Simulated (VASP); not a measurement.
# KF (Amm2) in VASP: a series of runs

Runs on KF. Level: PBE. Tasks: single point.

Everything below comes from runs of VASP 6.6.1. Logs are shortened: lines on timing, memory, paths and dates and some standing lists are left out, and cuts for length are marked.

**1. The cell of the first run**

It takes space group Amm2 (No. 38, orthorhombic). Conventional cell: a = 3.259 Å, b = 4.609 Å, c = 4.609 Å, α = 90.00°, β = 90.00°, γ = 90.00°. K (site symmetry mm2) has 8 F at 2.76 to 2.88 Å and 6 K at 3.26 Å within 3.6 Å. Within 3.6 Å of F (site symmetry mm2) lie 8 K at 2.76 to 2.88 Å and 6 F at 3.26 Å.

**2. Single point, PBE (all F atoms moved +0.075 Å, as atom 2 along Cartesian [1 -1 0])**

The input, INCAR:

```
ALGO = Normal ; EDIFF = 1E-7
ENCUT = 520 ; GGA = PE
ISIF = 2 ; ISMEAR = 0
LASPH = True ; LCHARG = False
LREAL = False ; LWAVE = False
NBANDS = 15 ; NELM = 60
PREC = Accurate ; SIGMA = 0.05
```

The input, KPOINTS:

```
k-points
0
Gamma
  8 8 8
```

The input, POSCAR:

```
KF
1.0
    3.2589550000      0.0000000000      0.0000000000
    0.0000000000      3.2589550000      0.0000000000
    0.0000000000      0.0000000000      3.2589550000
K F
1 1
Direct
    0.0000000000      0.0000000000      0.0000000000
    0.5162730104      0.4837269896      0.5000000000
```

Potentials or basis: VASP PAW PBE potentials, release 64 (K_sv, F).

On the command line:

```sh
cat potpaw_PBE.64/K_sv/POTCAR potpaw_PBE.64/F/POTCAR > POTCAR
mpirun -np 1 vasp_std > vasp.out
```

OUTCAR:

```text
EDIFF = 1E-7
   ENCUT = 520
   GGA = PE
   ISIF = 2
   ISMEAR = 0
   LASPH = True
   LREAL = False
   NELM = 60
   PREC = Accurate

 ion  position               nearest neighbor table
   1  0.000  0.000  0.000-   2 2.76   2 2.76   2 2.82   2 2.82   2 2.82   2 2.82
   2  0.516  0.484  0.500-   1 2.76   1 2.76   1 2.82   1 2.82   1 2.82   1 2.82

  LATTYP: Found a simple cubic cell.
 ALAT       =     3.2589550000

  Lattice vectors:

 A1 = (   3.2589550000,   0.0000000000,   0.0000000000)
 A2 = (   0.0000000000,   3.2589550000,   0.0000000000)
 A3 = (   0.0000000000,   0.0000000000,   3.2589550000)

Analysis of symmetry for initial positions (statically):
=====================================================================
 Subroutine PRICEL returns:
 Original cell was already a primitive cell.

 Routine SETGRP: Setting up the symmetry group for a
 simple cubic supercell.

 Subroutine GETGRP returns: Found  4 space group operations
 (whereof  4 operations were pure point group operations)
 out of a pool of 48 trial point group operations.

The static configuration has the point symmetry C_2v.

Analysis of symmetry for dynamics (positions and initial velocities):
=====================================================================
 Subroutine PRICEL returns:
 Original cell was already a primitive cell.

 Routine SETGRP: Setting up the symmetry group for a
 simple cubic supercell.

 Subroutine GETGRP returns: Found  4 space group operations
 (whereof  4 operations were pure point group operations)
 out of a pool of 48 trial point group operations.

The dynamic configuration has the point symmetry C_2v.

 Subroutine INISYM returns: Found  4 space group operations
 (whereof  4 operations are pure point group operations),
 and found     1 'primitive' translations

----------------------------------------------------------------------------------------

                                     Primitive cell

  volume of cell :      34.6127

  direct lattice vectors                    reciprocal lattice vectors
     3.258955000  0.000000000  0.000000000     0.306846827  0.000000000  0.000000000
     0.000000000  3.258955000  0.000000000     0.000000000  0.306846827  0.000000000
     0.000000000  0.000000000  3.258955000     0.000000000  0.000000000  0.306846827

  length of vectors
     3.258955000  3.258955000  3.258955000     0.306846827  0.306846827  0.306846827

  position of ions in fractional coordinates (direct lattice)
     0.000000000  0.000000000  0.000000000
     0.516273010  0.483726990  0.500000000

  ion indices of the primitive-cell ions
   primitive index   ion index
                 1           1
                 2           2

----------------------------------------------------------------------------------------

 KPOINTS: k-points

Automatic generation of k-mesh.
 Grid dimensions read from file:
 generate k-points for:    8    8    8

 Generating k-lattice:

  Cartesian coordinates                     Fractional coordinates (reciprocal lattice)
     0.038355853  0.000000000  0.000000000     0.125000000  0.000000000  0.000000000
     0.000000000  0.038355853  0.000000000     0.000000000  0.125000000  0.000000000
     0.000000000  0.000000000  0.038355853     0.000000000  0.000000000  0.125000000

  Length of vectors
     0.038355853  0.038355853  0.038355853

  Shift w.r.t. Gamma in fractional coordinates (k-lattice)
     0.000000000  0.000000000  0.000000000

 Subroutine IBZKPT returns following result:
 ===========================================

 Found    105 irreducible k-points:

 Following reciprocal coordinates:
            Coordinates               Weight
  0.000000  0.000000  0.000000      1.000000
  0.125000  0.000000  0.000000      4.000000
  0.000000  0.000000  0.125000      2.000000
  0.250000  0.000000  0.000000      4.000000
  0.000000  0.000000  0.250000      2.000000
  0.375000  0.000000  0.000000      4.000000
[... 16 lines left out ...]
  0.125000  0.000000  0.500000      4.000000
  0.250000  0.250000  0.000000      2.000000
 [... further k-points ...]
   k-points           NKPTS =    105   k-points in BZ     NKDIM =    105   number of bands    NBANDS=     15
   number of dos      NEDOS =    301   number of ions     NIONS =      2
   total plane-waves  NPLWV =  13824
   dimension x,y,z NGX =    24 NGY =   24 NGZ =   24
   dimension x,y,z NGXF=    48 NGYF=   48 NGZF=   48
   ions per type =               1   1
   NGX,Y,Z   is equivalent  to a cutoff of  12.24, 12.24, 12.24 a.u.
   NGXF,Y,Z  is equivalent  to a cutoff of  24.49, 24.49, 24.49 a.u.
 SYSTEM =  unknown system
   PREC   = accura    normal or accurate (medium, high low for compatibility)
   ISTART =      0    job   : 0-new  1-cont  2-samecut
   ICHARG =      2    charge: 1-file 2-atom 10-const
   ISPIN  =      1    spin polarized calculation?
   LNONCOLLINEAR =      F non collinear calculations
   LSORBIT =      F    spin-orbit coupling
   LASPH  =      T    aspherical Exc in radial PAW
   ENCUT  =  520.0 eV  38.22 Ry    6.18 a.u.   6.06  6.06  6.06*2*pi/ulx,y,z
   NELM   =     60;   NELMIN=  2; NELMDL= -5     # of ELM steps
   EDIFF  = 0.1E-06   stopping-criterion for ELM
   LREAL  =      F    real-space projection
   EDIFFG = 0.1E-05   stopping-criterion for IOM
   NSW    =      0    number of steps for IOM
   IBRION =     -1    ionic relax: 0-MD 1-quasi-New 2-CG
   NFREE  =      0    steps in history (QN), initial steepest desc. (CG)
   ISIF   =      2    stress and relaxation
   ISYM   =      2    0-nonsym 1-usesym 2-fastsym
   POTIM  = 0.5000    time-step for ionic-motion
   TEBEG  =    0.0;   TEEND  =   0.0 temperature during run
   PSTRESS=    0.0 pullay stress
   NELECT =      16.0000    total number of electrons
   NUPDOWN=      -1.0000    fix difference up-down
   EMIN   =  10.00;   EMAX   =-10.00  energy-range for DOS
   EFERMI =   0.00;   METHOD = LEGACY
   ISMEAR =     0;   SIGMA  =   0.05  broadening in eV -4-tet -1-fermi 0-gaus
   EFERMI_NEDOS =   21; number of points for ismear=-14 and -15
   IALGO  =     38    algorithm
   IMIX   =      4    mixing-type and parameters
     AMIX     =   0.40;   BMIX     =  1.00
     AMIX_MAG =   1.60;   BMIX_MAG =  1.00
  volume/ion in A,a.u.               =      17.31       116.79
  Fermi-wavevector in a.u.,A,eV,Ry     =   1.265814  2.392041 21.800402  1.602284
  Thomas-Fermi vector in A             =   2.399047
   LORBIT       =      0    0 simple, 1 ext, 2 COOP (PROOUT), +10 PAW based schemes
   GGA     = PE    functional components
   LHFCALC =     F    Hartree Fock is set to
   AEXX    =    0.0000 exact exchange contribution
   IVDW    =     0    specifies the selected vdW correction
   LEPSILON=     F    determine dielectric tensor
   LRPA    =     F    only Hartree local field effects (RPA)
 non-spin polarized calculation
 Gauss-broadening in eV      SIGMA  =   0.05
  energy-cutoff  :      520.00
  volume of cell :       34.61
 maximum number of plane-waves:       952
   NGX = 13   NGY = 13   NGZ = 13

 number of electron      16.0000000 magnetization

 Free energy of the ion-electron system (eV)
  ---------------------------------------------------
  ext. energy  EPLUGINS =         0.00000000
  ---------------------------------------------------
  free energy    TOTEN  =        -8.09144276 eV

  energy without entropy =       -8.09144276  energy(sigma->0) =       -8.09144276

 E-fermi :  -1.8105     XC(G=0):  -9.0227

 val. band max:       -2.0395944648   @ k =   0.0000   0.5000   0.5000
 cond. band min:       4.2186134644   @ k =   0.0000   0.0000   0.0000
 fundamental gap:      6.2582079292
 Fermi energy:        -1.8105219367

 k-point     1 :       0.0000    0.0000    0.0000
  band No.  band energies     occupation
      1     -29.0539      2.00000
      2     -20.9376      2.00000
      3     -12.0856      2.00000
      4     -12.0854      2.00000
      5     -12.0851      2.00000
      6      -2.0936      2.00000
      7      -2.0905      2.00000
      8      -2.0904      2.00000
      9       4.2186      0.00000
     10       6.2587      0.00000
     11       6.2660      0.00000
     12      11.7836      0.00000
     13      11.7837      0.00000
     14      11.7856      0.00000
     15      18.6926      0.00000

 k-point     2 :       0.1250    0.0000    0.0000
  band No.  band energies     occupation
      1     -29.0359      2.00000
      2     -20.9411      2.00000
      3     -12.1915      2.00000
      4     -12.0696      2.00000
      5     -12.0695      2.00000
      6      -2.2940      2.00000
      7      -2.1063      2.00000
      8      -2.1058      2.00000
      9       4.6320      0.00000
     10       6.3794      0.00000
     11       6.6130      0.00000
     12      11.5197      0.00000
     13      11.5208      0.00000
     14      11.8322      0.00000
     15      17.6551      0.00000

 k-point     3 :       0.0000    0.0000    0.1250
  band No.  band energies     occupation
      1     -29.0359      2.00000
      2     -20.9412      2.00000
      3     -12.1914      2.00000
      4     -12.0698      2.00000
      5     -12.0692      2.00000
      6      -2.2930      2.00000
      7      -2.1081      2.00000
      8      -2.1049      2.00000
      9       4.6314      0.00000
     10       6.3841      0.00000
     11       6.6076      0.00000
     12      11.5177      0.00000
     13      11.5206      0.00000
     14      11.8352      0.00000
     15      17.6827      0.00000
[... 343 lines left out ...]
 k-point    23 :       0.1250    0.0000    0.5000
  band No.  band energies     occupation
      1     -28.9136      2.00000
      2     -20.9510      2.00000
      3     -12.7700      2.00000
      4     -12.1152      2.00000
      5     -11.9647      2.00000
      6      -3.1576      2.00000
      7      -2.2737      2.00000
      8      -2.1760      2.00000
      9       7.2314      0.00000
     10       7.7359      0.00000
     11       8.2912      0.00000
     12      10.2884      0.00000
     13      10.6876      0.00000
     14      11.6497      0.00000
     15      14.5618      0.00000

 k-point    24 :       0.2500    0.2500    0.0000
  band No.  band energies     occupation
      1     -28.9353      2.00000
      2     -20.9292      2.00000
      3     -12.4840      2.00000
      4     -12.3844      2.00000
      5     -11.9837      2.00000
      6      -2.7242      2.00000
      7      -2.4089      2.00000
      8      -2.1319      2.00000
      9       6.3959      0.00000
     10       7.3359      0.00000
     11       8.3760      0.00000
     12      10.0554      0.00000
     13      10.6839      0.00000
     14      11.0760      0.00000
     15      16.2601      0.00000

 [... further k-points ...]
[... 5 lines left out ...]
  --------------------------------------------------------------------------------------
  -------------------------------------------------------------------------------------
  Total        0.0123166      0.0123166      0.0136483     -0.0148463      0.0000000      0.0000000
  in kB        0.5701192      0.5701192      0.6317637     -0.6872180      0.0000000      0.0000000
  external PRESSURE =       0.5906673 kB  Pullay stress =       0.0000000 kB

 VOLUME and BASIS-vectors are now :
 -----------------------------------------------------------------------------
  energy-cutoff  :      520.00
  volume of cell :       34.61
      direct lattice vectors                 reciprocal lattice vectors
     3.258955000  0.000000000  0.000000000     0.306846827  0.000000000  0.000000000
     0.000000000  3.258955000  0.000000000     0.000000000  0.306846827  0.000000000
     0.000000000  0.000000000  3.258955000     0.000000000  0.000000000  0.306846827

 POSITION                                       TOTAL-FORCE (eV/Angst)
 -----------------------------------------------------------------------------------
      0.00000      0.00000      0.00000         0.042302     -0.042302      0.000000
      1.68251      1.57644      1.62948        -0.042302      0.042302      0.000000
 -----------------------------------------------------------------------------------
    total drift:                               -0.000253      0.000253     -0.000000

  FREE ENERGIE OF THE ION-ELECTRON SYSTEM (eV)
  ---------------------------------------------------
  free  energy   TOTEN  =        -8.0914427600 eV

  energy  without entropy=       -8.0914427600  energy(sigma->0) =       -8.09144276
```

Run time: 66 s. Hardware: 1 thread of Intel Xeon 8259CL, shared host; peak memory 0.17 GiB.

What came out:

```
Free energy            : -8.0914 eV
Pressure               : 0.1 GPa
Largest force          : 0.060 eV/Å
Band gap on the k mesh : 6.26 eV (least direct gap 6.31 eV)
```

Forces on the atoms (eV/Å):
```
K    0.042 -0.042  0.000
F   -0.042  0.042  0.000
```

Caveat: the cell differs from its parent crystal (all F atoms moved +0.075 Å, as atom 2 along Cartesian [1 -1 0]). A k mesh can miss the band edges.

**3. Single point, PBE (all F atoms moved +0.113 Å, as atom 2 along Cartesian [1 -1 0])**

The input, INCAR:

```
SYSTEM = KF
PREC = Accurate
ENCUT = 520
EDIFF = 1E-6
ISMEAR = 0
SIGMA = 0.05
LREAL = .FALSE.
LASPH = .TRUE.
NELM = 60
ALGO = Normal
ISIF = 2
LWAVE = .FALSE.
LCHARG = .FALSE.
GGA = PE
NBANDS = 15
```

The input, KPOINTS:

```
regular mesh
0
G
  8 8 8
  0 0 0
```

Changes to POSCAR since step 2:

```diff
@@ -9,2 +9,2 @@
     0.0000000000      0.0000000000      0.0000000000
-    0.5162730104      0.4837269896      0.5000000000
+    0.5244095156      0.4755904844      0.5000000000
```

Potentials or basis: VASP PAW PBE potentials, release 64 (K_sv, F).

On the command line:

```sh
cat potpaw_PBE.64/K_sv/POTCAR potpaw_PBE.64/F/POTCAR > POTCAR
mpirun -np 1 vasp_std > vasp.out
```

Wall time 64 s (1 thread of Intel Xeon 8259CL, shared host); peak memory 0.17 GiB.

The run converged. Its results:

```
Free energy            : -8.0886 eV
Pressure               : 0.2 GPa
Largest force          : 0.092 eV/Å
Band gap on the k mesh : 6.26 eV (least direct gap 6.31 eV)
```

Forces in eV/Å, atoms in the order of the input:
```
K    0.065 -0.065  0.000
F   -0.065  0.065  0.000
```

Stress tensor (GPa, compression positive):
```
 0.15 -0.15  0.00
-0.15  0.15  0.00
 0.00  0.00  0.16
```

Levels at points of the mesh, in eV from the valence-band top:
```
           k point  band 4  band 5  band 6  band 7  band 8  band 9  band 10  band 11  band 12  band 13
(0.00, 0.00, 0.00)  -10.04  -10.04   -0.06   -0.05   -0.05    6.26     8.31     8.33    13.83    13.83
(0.50, 0.00, 0.00)   -9.93   -9.93   -1.21   -0.16   -0.15    9.29     9.37    10.85    12.42    12.42
(0.00, 0.00, 0.50)   -9.93   -9.93   -1.21   -0.16   -0.15    9.29     9.35    10.82    12.37    12.50
(0.50, 0.50, 0.00)  -10.80   -9.85   -0.61   -0.61    0.00    8.46     9.00    11.87    11.89    14.23
(0.00, 0.50, 0.50)  -10.80   -9.85   -0.61   -0.61    0.00    8.49     8.99    11.87    11.88    14.24
(0.50, 0.50, 0.50)  -10.61  -10.61   -1.02   -1.02   -1.02   10.41    10.43    10.44    15.21    15.27
```

Caveat: the cell differs from its parent crystal (all F atoms moved +0.113 Å, as atom 2 along Cartesian [1 -1 0]). A k mesh can miss the band edges.

**4. Single point, PBE (all F atoms moved +0.037 Å, as atom 2 along Cartesian [1 -1 0])**

The input, INCAR:

```
PREC     = Accurate       # precision mode
ENCUT    = 520            # plane-wave cutoff, eV
EDIFF    = 1E-7           # SCF threshold, eV
ISMEAR   = 0              # smearing method
SIGMA    = 0.05           # smearing width, eV
LREAL    = False          # projectors in reciprocal space
LASPH    = True           # aspherical terms in the spheres
NELM     = 80             # most SCF steps
ALGO     = Normal         # electronic algorithm
ISIF     = 2              # what is computed and relaxed
LWAVE    = False          # write WAVECAR
LCHARG   = False          # write CHGCAR
GGA      = PE             # functional
NBANDS   = 15             # bands
```

The input, KPOINTS:

```
Automatic mesh
0
Gamma
  8 8 8
```

Changes to POSCAR since step 3:

```diff
@@ -9,2 +9,2 @@
     0.0000000000      0.0000000000      0.0000000000
-    0.5244095156      0.4755904844      0.5000000000
+    0.5081365052      0.4918634948      0.5000000000
```

Potentials or basis: VASP PAW PBE potentials, release 64 (K_sv, F).

On the command line:

```sh
cat potpaw_PBE.64/K_sv/POTCAR potpaw_PBE.64/F/POTCAR > POTCAR
mpirun -np 1 vasp_std > vasp.out
```

OUTCAR:

```text
PREC = Accurate
   ENCUT = 520
   EDIFF = 1E-7
   ISMEAR = 0
   LREAL = False
   LASPH = True
   NELM = 80
   ISIF = 2
   GGA = PE

 ion  position               nearest neighbor table
   1  0.000  0.000  0.000-   2 2.79   2 2.79   2 2.82   2 2.82   2 2.82   2 2.82   2 2.85   2 2.85

   2  0.508  0.492  0.500-   1 2.79   1 2.79   1 2.82   1 2.82   1 2.82   1 2.82   1 2.85   1 2.85

  LATTYP: Found a simple cubic cell.
 ALAT       =     3.2589550000

  Lattice vectors:

 A1 = (   3.2589550000,   0.0000000000,   0.0000000000)
[... 610 lines left out ...]
     11       8.3760      0.00000
     12      10.0558      0.00000
     13      10.6897      0.00000
     14      11.0644      0.00000
     15      16.2537      0.00000

 [... further k-points ...]
[... 5 lines left out ...]
  --------------------------------------------------------------------------------------
  -------------------------------------------------------------------------------------
  Total        0.0002340      0.0002340      0.0016320     -0.0037500      0.0000000      0.0000000
  in kB        0.0108322      0.0108322      0.0755437     -0.1735841      0.0000000      0.0000000
  external PRESSURE =       0.0324027 kB  Pullay stress =       0.0000000 kB

 VOLUME and BASIS-vectors are now :
 -----------------------------------------------------------------------------
  energy-cutoff  :      520.00
  volume of cell :       34.61
      direct lattice vectors                 reciprocal lattice vectors
     3.258955000  0.000000000  0.000000000     0.306846827  0.000000000  0.000000000
     0.000000000  3.258955000  0.000000000     0.000000000  0.306846827  0.000000000
     0.000000000  0.000000000  3.258955000     0.000000000  0.000000000  0.306846827

 POSITION                                       TOTAL-FORCE (eV/Angst)
 -----------------------------------------------------------------------------------
      0.00000      0.00000      0.00000         0.020609     -0.020609      0.000000
      1.65599      1.60296      1.62948        -0.020609      0.020609      0.000000
 -----------------------------------------------------------------------------------
    total drift:                                0.000303     -0.000303     -0.000000

  FREE ENERGIE OF THE ION-ELECTRON SYSTEM (eV)
  ---------------------------------------------------
  free  energy   TOTEN  =        -8.0931133113 eV

  energy  without entropy=       -8.0931133113  energy(sigma->0) =       -8.09311331
```

Run time: 67 s. Hardware: 1 thread of Intel Xeon 8259CL, shared host; peak memory 0.17 GiB.

What came out:

```
Free energy            : -8.0931 eV
Pressure               : 0.0 GPa
Largest force          : 0.029 eV/Å
Band gap on the k mesh : 6.26 eV (least direct gap 6.31 eV)
```

Forces in eV/Å, atoms in the order of the input:
```
K    0.021 -0.021  0.000
F   -0.021  0.021  0.000
```

Caveat: the cell differs from its parent crystal (all F atoms moved +0.037 Å, as atom 2 along Cartesian [1 -1 0]). A k mesh can miss the band edges.

**5. Overview**

| cell | gap on the mesh (eV) | pressure (GPa) | largest force (eV/Å) |
| --- | --- | --- | --- |
| as given, atomic positions A | 6.26 | 0.1 | 0.06 |
| as given, atomic positions B | 6.26 | 0.2 | 0.09 |
| as given, atomic positions C | 6.26 | 0.0 | 0.03 |

Alike in all rows: task single point; level PBE; potentials or basis VASP PAW PBE potentials, release 64 (K_sv, F); no spin polarisation; k mesh 8 × 8 × 8; cutoff (eV) 520; smearing gaussian 0.05 eV.

Absolute energies hang on the potentials; compare differences alone.
